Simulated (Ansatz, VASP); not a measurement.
Two plane-wave programs on Si3Se2

```
Si Se
1.0
     4.82340    0.00000    0.00000
    -2.41170    4.17719    0.00000
     0.00000    0.00000    7.31386
Si Se
3 2
Direct
  0.00000 0.36919 0.00000
  0.63081 0.63081 0.00000
  0.36919 0.00000 0.00000
  0.00000 0.00000 0.24504
  0.00000 0.00000 0.75496
```

Alike in both runs: functional PBE; k mesh 12 × 12 × 6; occupations gaussian, width 0.1 eV; no spin polarisation.

Ansatz relaxed the structure, and its values are those at the end. VASP's run is a single point on that final structure, the one shown.

|  | VASP | Ansatz |
| --- | --- | --- |
| version | VASP 6.6.1 | Ansatz 0.2.0 |
| potentials or method | VASP PAW PBE potentials, release 64 (Si, Se), cutoff 520 eV | scalar-relativistic, plane waves, PAW |
| valence electrons in the cell | 24 | 44 |

|  | VASP | Ansatz | Ansatz less VASP |
| --- | --- | --- | --- |
| gap on the k mesh at the Fermi level (eV) | none | none | - |
| pressure (GPa) | 0.0 | 0.0 | -0.03 |

A gap of «none» marks a metal or a gap that the smearing closes. VASP's potentials hold 24 valence electrons a cell and Ansatz's 44, so a difference there can come from the potentials and not from the codes.
